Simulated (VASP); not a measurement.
# Sb in VASP: notebook

Runs on Sb. Level: PBEsol. Tasks: single point, electric field gradients.

Program: VASP 6.6.1. These are calculated values, not measurements. Logs are shortened: lines on timing, memory, paths and dates and some standing lists are left out, and cuts for length are marked.

**1. The cell of the first run**

It takes space group I4/mmm (No. 139, tetragonal). Conventional cell: a = 3.010 Å, b = 3.010 Å, c = 4.960 Å, α = 90.00°, β = 90.00°, γ = 90.00°. Sb (site symmetry 4/mmm) has 12 Sb at 3.01 to 3.27 Å within 4.0 Å.

**2. Single point, PBEsol**

The input, POSCAR:

```
Sb
1.0
   -1.5050000000      1.5050000000      2.4800000000
    1.5050000000     -1.5050000000      2.4800000000
    1.5050000000      1.5050000000     -2.4800000000
Sb
1
Direct
    0.0000000000      0.0000000000      0.0000000000
```

The input, INCAR.step1:

```
SYSTEM = Sb
ALGO = Normal
EDIFF = 1E-6
ENCUT = 520
GGA = PS
ISIF = 2
ISMEAR = -1
ISYM = 0
LASPH = .True.
LCHARG = .True.
LREAL = .False.
LWAVE = .False.
NBANDS = 8
NELM = 60
PREC = Accurate
SIGMA = 0.03
```

The input, KPOINTS.step1:

```
k-points
0
Gamma
  13 13 15
  0 0 0
```

The input, INCAR.step2:

```
SYSTEM = Sb
ALGO = Normal
EDIFF = 1E-6
ENCUT = 520
GGA = PS
ICHARG = 11
ISIF = 2
ISMEAR = -5
ISYM = 0
LASPH = .True.
LCHARG = .False.
LORBIT = 11
LREAL = .False.
LWAVE = .False.
NBANDS = 8
NEDOS = 2001
NELM = 60
PREC = Accurate
SIGMA = 0.03
```

The input, KPOINTS.step2:

```
k-points
0
Gamma
  20 20 23
  0 0 0
```

Potentials or basis: VASP PAW PBE potentials, release 64 (Sb).

The run is started by

```sh
$ cat potpaw_PBE.64/Sb/POTCAR > POTCAR
$ cp INCAR.step1 INCAR
$ cp KPOINTS.step1 KPOINTS
$ mpirun -np 1 vasp_std > vasp.out
$ cp INCAR.step2 INCAR
$ cp KPOINTS.step2 KPOINTS
$ mpirun -np 1 vasp_std > vasp.out
```

OUTCAR:

```text
SYSTEM = Sb
   EDIFF = 1E-6
   ENCUT = 520
   GGA = PS
   ICHARG = 11
   ISIF = 2
   ISMEAR = -5
   ISYM = 0
   LASPH = .True.
   LORBIT = 11
   LREAL = .False.
   NELM = 60
   PREC = Accurate

 ion  position               nearest neighbor table
   1  0.000  0.000  0.000-

IMPORTANT INFORMATION: All symmetrisations will be switched off!
NOSYMM: (Re-)initialisation of all symmetry stuff for point group C_1.

----------------------------------------------------------------------------------------

                                     Primitive cell

  volume of cell :      22.4690

  direct lattice vectors                    reciprocal lattice vectors
    -1.505000000  1.505000000  2.480000000     0.000000000  0.332225914  0.201612903
     1.505000000 -1.505000000  2.480000000     0.332225914  0.000000000  0.201612903
     1.505000000  1.505000000 -2.480000000     0.332225914  0.332225914  0.000000000

  length of vectors
     3.268095776  3.268095776  3.268095776     0.388615260  0.388615260  0.469838393

  position of ions in fractional coordinates (direct lattice)
     0.000000000  0.000000000  0.000000000

  ion indices of the primitive-cell ions
   primitive index   ion index
                 1           1

----------------------------------------------------------------------------------------

 KPOINTS: k-points

Automatic generation of k-mesh.
 Grid dimensions read from file:
 generate k-points for:   20   20   23

 Generating k-lattice:

  Cartesian coordinates                     Fractional coordinates (reciprocal lattice)
     0.000000000  0.016611296  0.010080645     0.050000000  0.000000000 -0.000000000
     0.016611296  0.000000000  0.010080645     0.000000000  0.050000000 -0.000000000
     0.014444605  0.014444605  0.000000000     0.000000000  0.000000000  0.043478261

  Length of vectors
     0.019430763  0.019430763  0.020427756

  Shift w.r.t. Gamma in fractional coordinates (k-lattice)
     0.000000000  0.000000000  0.000000000

 -----------------------------------------------------------------------------
|                                                                             |
|           W    W    AA    RRRRR   N    N  II  N    N   GGGG   !!!           |
|           W    W   A  A   R    R  NN   N  II  NN   N  G    G  !!!           |
|           W    W  A    A  R    R  N N  N  II  N N  N  G       !!!           |
|           W WW W  AAAAAA  RRRRR   N  N N  II  N  N N  G  GGG   !            |
[... 74 lines left out ...]
   ISIF   =      2    stress and relaxation
   ISYM   =      0    0-nonsym 1-usesym 2-fastsym
   POTIM  = 0.5000    time-step for ionic-motion
   TEBEG  =    0.0;   TEEND  =   0.0 temperature during run
   PSTRESS=    0.0 pullay stress
   NELECT =       5.0000    total number of electrons
   NUPDOWN=      -1.0000    fix difference up-down
   EMIN   =  10.00;   EMAX   =-10.00  energy-range for DOS
   EFERMI =   0.00;   METHOD = LEGACY
   ISMEAR =    -5;   SIGMA  =   0.03  broadening in eV -4-tet -1-fermi 0-gaus
   EFERMI_NEDOS =   21; number of points for ismear=-14 and -15
   IALGO  =     38    algorithm
   IMIX   =      4    mixing-type and parameters
     AMIX     =   0.40;   BMIX     =  1.00
     AMIX_MAG =   1.60;   BMIX_MAG =  1.00
  volume/ion in A,a.u.               =      22.47       151.63
  Fermi-wavevector in a.u.,A,eV,Ry     =   0.992057  1.874716 13.390541  0.984177
  Thomas-Fermi vector in A             =   2.123842
   LORBIT       =     11    0 simple, 1 ext, 2 COOP (PROOUT), +10 PAW based schemes
   GGA     = PS    functional components
   LHFCALC =     F    Hartree Fock is set to
   AEXX    =    0.0000 exact exchange contribution
   IVDW    =     0    specifies the selected vdW correction
   LEPSILON=     F    determine dielectric tensor
   LRPA    =     F    only Hartree local field effects (RPA)
 non-spin polarized calculation
 Fermi weights with tetrahedron method with Bloechl corrections
  energy-cutoff  :      520.00
  volume of cell :       22.47
 maximum number of plane-waves:       630

 number of electron       5.0000000 magnetization

 Free energy of the ion-electron system (eV)
  ---------------------------------------------------
  ext. energy  EPLUGINS =         0.00000000
  ---------------------------------------------------
  free energy    TOTEN  =        -4.15058872 eV

  energy without entropy =       -4.15058872  energy(sigma->0) =       -4.15058872

 E-fermi :  10.9659     XC(G=0): -11.1286

 val. band max:       11.1769647440   @ k =   0.2500  -0.3500   0.0435
 cond. band min:      10.8290151937   @ k =  -0.1500   0.4500   0.3478
 fundamental gap:     -0.3479495503
 Fermi energy:        10.9658568735

 k-point     1 :       0.0000    0.0000    0.0000
  band No.  band energies     occupation
      1      -3.5841      2.00000
      2      17.4412      0.00000
      3      17.7087      0.00000
      4      17.7119      0.00000
      5      21.1137      0.00000
      6      21.4090      0.00000
      7      22.1269      0.00000
      8      22.1289      0.00000
[... 243 lines left out ...]
 k-point    24 :      -0.4000    0.0500    0.0000
  band No.  band energies     occupation
      1      -0.0811      2.00000
      2       5.9964      2.00000
      3      13.7754      0.00000
      4      16.8477      0.00000
      5      18.5065      0.00000
      6      20.5956      0.00000
      7      22.3407      0.00000
      8      23.5335      0.00000

 [... further k-points ...]

------------------------ aborting loop because EDIFF is reached ----------------------------------------

  FORCE on cell =-STRESS in cart. coord.  units (eV):
  Direction    XX          YY          ZZ          XY          YZ          ZX
  --------------------------------------------------------------------------------------
  -------------------------------------------------------------------------------------
  Total        2.2658921      2.2658921      2.0140399     -0.0040422      0.0123802      0.0123801
  in kB      161.5716436    161.5716414    143.6130740     -0.2882345      0.8827819      0.8827773
  external PRESSURE =     155.5854530 kB  Pullay stress =       0.0000000 kB

 VOLUME and BASIS-vectors are now :
 -----------------------------------------------------------------------------
  energy-cutoff  :      520.00
  volume of cell :       22.47
      direct lattice vectors                 reciprocal lattice vectors
    -1.505000000  1.505000000  2.480000000     0.000000000  0.332225914  0.201612903
     1.505000000 -1.505000000  2.480000000     0.332225914  0.000000000  0.201612903
     1.505000000  1.505000000 -2.480000000     0.332225914  0.332225914  0.000000000

 POSITION                                       TOTAL-FORCE (eV/Angst)
 -----------------------------------------------------------------------------------
      0.00000      0.00000      0.00000        -0.000000      0.000000     -0.000000
 -----------------------------------------------------------------------------------
    total drift:                               -0.000000      0.000000     -0.000000

  FREE ENERGIE OF THE ION-ELECTRON SYSTEM (eV)
  ---------------------------------------------------
  free  energy   TOTEN  =        -4.1505887244 eV

  energy  without entropy=       -4.1505887244  energy(sigma->0) =       -4.15058872

 total charge

# of ion       s       p       d       tot
------------------------------------------
    1        1.249   1.121   0.066   2.436
```

OUTCAR.step1:

```text
SYSTEM = Sb
   EDIFF = 1E-6
   ENCUT = 520
   GGA = PS
   ISIF = 2
   ISMEAR = -1
   ISYM = 0
[... 465 lines left out ...]
 -----------------------------------------------------------------------------------
      0.00000      0.00000      0.00000         0.000000     -0.000000      0.000000
 -----------------------------------------------------------------------------------
    total drift:                                0.000000     -0.000000      0.000000

  FREE ENERGIE OF THE ION-ELECTRON SYSTEM (eV)
  ---------------------------------------------------
  free  energy   TOTEN  =        -4.1529662974 eV

  energy  without entropy=       -4.1510077141  energy(sigma->0) =       -4.15198701
```

Run time: 3.3 min. Hardware: 1 thread of AMD EPYC 9R45 (Zen 5), shared host; peak memory 0.87 GiB.

What came out:

| Property | Result |
| --- | --- |
| Valence electrons inside the program's atomic spheres | Sb 2.44 |

Caveat: the PAW data sets were made with another functional, which shifts forces and pressure a little; spin-orbit coupling is left out, which moves the levels of the heavy elements; tetrahedron occupations give inexact forces and stress in metals.

**3. Electric field gradients, PBEsol (equal xy, yz and zx shear strains of -1 %)**

The input, INCAR:

```
SYSTEM = Sb
PREC     = Accurate       ! precision mode
ENCUT    = 520            ! plane-wave cutoff, eV
EDIFF    = 1E-8           ! SCF threshold, eV
ISMEAR   = -1             ! smearing method
SIGMA    = 0.03           ! smearing width, eV
LREAL    = .FALSE.        ! projectors in reciprocal space
LASPH    = .TRUE.         ! aspherical terms in the spheres
NELM     = 80             ! most SCF steps
ALGO     = Normal         ! electronic algorithm
ISIF     = 2              ! what is computed and relaxed
LWAVE    = .FALSE.        ! write WAVECAR
LCHARG   = .FALSE.        ! write CHGCAR
GGA      = PS             ! functional
LEFG     = .TRUE.       
NBANDS   = 8              ! bands
```

The input, KPOINTS:

```
regular mesh
0
G
  13 13 15
  0 0 0
```

The input, POSCAR:

```
Sb
1.0
   -1.5249250000      1.5001250000      2.4800000000
    1.5001250000     -1.5249250000      2.4800000000
    1.5098750000      1.5098750000     -2.4950500000
Sb
1
Direct
    0.0000000000      0.0000000000      0.0000000000
```

Potentials or basis: VASP PAW PBE potentials, release 64 (Sb).

The run is started by

```sh
$ cat potpaw_PBE.64/Sb/POTCAR > POTCAR
$ mpirun -np 1 vasp_std > vasp.out
```

OUTCAR:

```text
SYSTEM = Sb
   PREC = Accurate
   ENCUT = 520
   EDIFF = 1E-8
   ISMEAR = -1
   LREAL = .FALSE.
   LASPH = .TRUE.
   NELM = 80
   ISIF = 2
   GGA = PS

 ion  position               nearest neighbor table
   1  0.000  0.000  0.000-

  Warning from LATTYP: Got some problem with cell dimensions!
  Tried to take original basis but could not verify dimensions!
  LATTYP: Found a base centered monoclinic cell.
 ALAT       =     4.2356058616
 B/A-ratio  =     1.0100247465
 C/A-ratio  =     0.7645528026
 COS(beta)  =    -0.6431197510

  Lattice vectors:

 A1 = (  -3.0100000000,   0.0150500000,   0.0150500000)
 A2 = (   0.0150500000,  -3.0100000000,   0.0150500000)
 A3 = (   1.4850750000,   1.4850750000,   2.4649500000)

Analysis of symmetry for initial positions (statically):
=====================================================================
 Subroutine PRICEL returns:
 Original cell was already a primitive cell.

 Routine SETGRP: Setting up the symmetry group for a
 base centered monoclinic supercell.

 Subroutine GETGRP returns: Found  4 space group operations
 (whereof  4 operations were pure point group operations)
 out of a pool of  4 trial point group operations.

The static configuration has the point symmetry C_2h.

Analysis of symmetry for dynamics (positions and initial velocities):
=====================================================================
 Subroutine PRICEL returns:
 Original cell was already a primitive cell.

 Routine SETGRP: Setting up the symmetry group for a
 base centered monoclinic supercell.

 Subroutine GETGRP returns: Found  4 space group operations
 (whereof  4 operations were pure point group operations)
 out of a pool of  4 trial point group operations.

The dynamic configuration has the point symmetry C_2h.

 Subroutine INISYM returns: Found  4 space group operations
 (whereof  4 operations are pure point group operations),
 and found     1 'primitive' translations

----------------------------------------------------------------------------------------

                                     Primitive cell

  volume of cell :      22.4674

  direct lattice vectors                    reciprocal lattice vectors
    -1.524925000  1.500125000  2.480000000     0.002682742  0.333255790  0.203292596
     1.500125000 -1.524925000  2.480000000     0.333255790  0.002682742  0.203292596
     1.509875000  1.509875000 -2.495050000     0.333912170  0.333912170  0.003339122

  length of vectors
     3.275083399  3.275083399  3.284009673     0.390377379  0.390377379  0.472234925

  position of ions in fractional coordinates (direct lattice)
     0.000000000  0.000000000  0.000000000

  ion indices of the primitive-cell ions
   primitive index   ion index
                 1           1

----------------------------------------------------------------------------------------

 KPOINTS: regular mesh

Automatic generation of k-mesh.
 Grid dimensions read from file:
 generate k-points for:   13   13   15
[... 71 lines left out ...]
   ISYM   =      2    0-nonsym 1-usesym 2-fastsym
   POTIM  = 0.5000    time-step for ionic-motion
   TEBEG  =    0.0;   TEEND  =   0.0 temperature during run
   PSTRESS=    0.0 pullay stress
   NELECT =       5.0000    total number of electrons
   NUPDOWN=      -1.0000    fix difference up-down
   EMIN   =  10.00;   EMAX   =-10.00  energy-range for DOS
   EFERMI =   0.00;   METHOD = LEGACY
   ISMEAR =    -1;   SIGMA  =   0.03  broadening in eV -4-tet -1-fermi 0-gaus
   EFERMI_NEDOS =   21; number of points for ismear=-14 and -15
   IALGO  =     38    algorithm
   IMIX   =      4    mixing-type and parameters
     AMIX     =   0.40;   BMIX     =  1.00
     AMIX_MAG =   1.60;   BMIX_MAG =  1.00
  volume/ion in A,a.u.               =      22.47       151.62
  Fermi-wavevector in a.u.,A,eV,Ry     =   0.992082  1.874763 13.391213  0.984226
  Thomas-Fermi vector in A             =   2.123869
   LORBIT       =      0    0 simple, 1 ext, 2 COOP (PROOUT), +10 PAW based schemes
   GGA     = PS    functional components
   LHFCALC =     F    Hartree Fock is set to
   AEXX    =    0.0000 exact exchange contribution
   IVDW    =     0    specifies the selected vdW correction
   LEPSILON=     F    determine dielectric tensor
   LRPA    =     F    only Hartree local field effects (RPA)
 non-spin polarized calculation
  energy-cutoff  :      520.00
  volume of cell :       22.47
 maximum number of plane-waves:       629
   NGX = 13   NGY = 13   NGZ = 13

 number of electron       5.0000000 magnetization

 Free energy of the ion-electron system (eV)
  ---------------------------------------------------
  ext. energy  EPLUGINS =         0.00000000
  ---------------------------------------------------
  free energy    TOTEN  =        -4.15378429 eV

  energy without entropy =       -4.15209352  energy(sigma->0) =       -4.15293891

 E-fermi :  10.9505     XC(G=0): -11.1289

 val. band max:       10.9439012817   @ k =   0.1538   0.0769   0.3333
 cond. band min:      10.9565077479   @ k =  -0.2308   0.3077   0.4000
 fundamental gap:      0.0126064662
 Fermi energy:        10.9504867767

 k-point     1 :       0.0000    0.0000    0.0000
  band No.  band energies     occupation
      1      -3.5841      2.00000
      2      17.3868      0.00000
      3      17.7211      0.00000
      4      17.7505      0.00000
      5      21.0926      0.00000
      6      21.4225      0.00000
      7      22.0908      0.00000
      8      22.1821      0.00000
[... 243 lines left out ...]
 k-point    24 :       0.4615    0.1538    0.0000
  band No.  band energies     occupation
      1       1.8795      2.00000
      2       4.4265      2.00000
      3      12.3157      0.00000
      4      13.8972      0.00000
      5      17.9450      0.00000
      6      19.9595      0.00000
      7      24.4171      0.00000
      8      26.2232      0.00000

 [... further k-points ...]

------------------------ aborting loop because EDIFF is reached ----------------------------------------

  FORCE on cell =-STRESS in cart. coord.  units (eV):
  Direction    XX          YY          ZZ          XY          YZ          ZX
  --------------------------------------------------------------------------------------
  -------------------------------------------------------------------------------------
  Total        2.2697099      2.2697099      1.9304794     -0.0810123     -0.0450566     -0.0450566
  in kB      161.8560519    161.8560519    137.6650715     -5.7770946     -3.2130481     -3.2130487
  external PRESSURE =     153.7923918 kB  Pullay stress =       0.0000000 kB

 VOLUME and BASIS-vectors are now :
 -----------------------------------------------------------------------------
  energy-cutoff  :      520.00
  volume of cell :       22.47
      direct lattice vectors                 reciprocal lattice vectors
    -1.524925000  1.500125000  2.480000000     0.002682742  0.333255790  0.203292596
     1.500125000 -1.524925000  2.480000000     0.333255790  0.002682742  0.203292596
     1.509875000  1.509875000 -2.495050000     0.333912170  0.333912170  0.003339122

 POSITION                                       TOTAL-FORCE (eV/Angst)
 -----------------------------------------------------------------------------------
      0.00000      0.00000      0.00000         0.000000     -0.000000     -0.000000
 -----------------------------------------------------------------------------------
    total drift:                                0.000000     -0.000000      0.000000

  FREE ENERGIE OF THE ION-ELECTRON SYSTEM (eV)
  ---------------------------------------------------
  free  energy   TOTEN  =        -4.1537842919 eV

  energy  without entropy=       -4.1520935245  energy(sigma->0) =       -4.15293891

 Electric field gradients (V/A^2)
---------------------------------------------------------------------
 ion       V_xx      V_yy      V_zz      V_xy      V_xz      V_yz
---------------------------------------------------------------------
   1     -21.213   -21.213    42.427     4.988     7.350     7.350
---------------------------------------------------------------------

 Electric field gradients after diagonalization (V/A^2)
 (convention: |V_zz| > |V_xx| > |V_yy|)
----------------------------------------------------------------------
 ion       V_xx      V_yy      V_zz     asymmetry (V_yy - V_xx)/ V_zz
----------------------------------------------------------------------
   1     -26.201   -18.013    44.214       0.185
----------------------------------------------------------------------

           NMR quadrupolar parameters

 Cq : quadrupolar parameter    Cq=e*Q*V_zz/h
 eta: asymmetry parameters     (V_yy - V_xx)/ V_zz
 Q  : nuclear electric quadrupole moment in mb (millibarn)
----------------------------------------------------------------------
 ion       Cq(MHz)       eta       Q (mb)
----------------------------------------------------------------------
   1       0.107       0.185       1.000
----------------------------------------------------------------------
```

Wall time 29 s (1 thread of Intel Xeon 6975P-C (Granite Rapids), shared host); peak memory 0.24 GiB.

What came out:

| Item | Value |
| --- | --- |
| Free energy | -4.1538 eV |
| Pressure | 15.4 GPa |
| Band gap on the k mesh | zero (an odd number of electrons rules out a gap without spin polarisation) |
| Largest electric field gradient by atom | Sb +44.2 V/Å² |

Stress tensor (GPa, compression positive):
```
16.19 -0.58 -0.32
-0.58 16.19 -0.32
-0.32 -0.32 13.77
```

Levels at points of the mesh, in eV from the Fermi level:
```tsv
k point	band 1	band 2	band 3	band 4	band 5	band 6	band 7
(0.00, 0.00, 0.00)	-14.53	6.44	6.77	6.80	10.14	10.47	11.14
```

Electric field gradients, principal values (V/Å²):
```tsv
atom	least	middle	greatest (by size)
1 Sb	-18.013	-26.201	44.214
```

Caveat: the cell differs from its parent crystal (equal xy, yz and zx shear strains of -1 %); the cell stands under pressure; without QUAD_EFG the Cq values of the log hold for a quadrupole moment of 1 mb, not for the nuclei; the PAW data sets were made with another functional, which shifts forces and pressure a little; spin-orbit coupling is left out, which moves the levels of the heavy elements.

(Continued in part 2 of 2.)
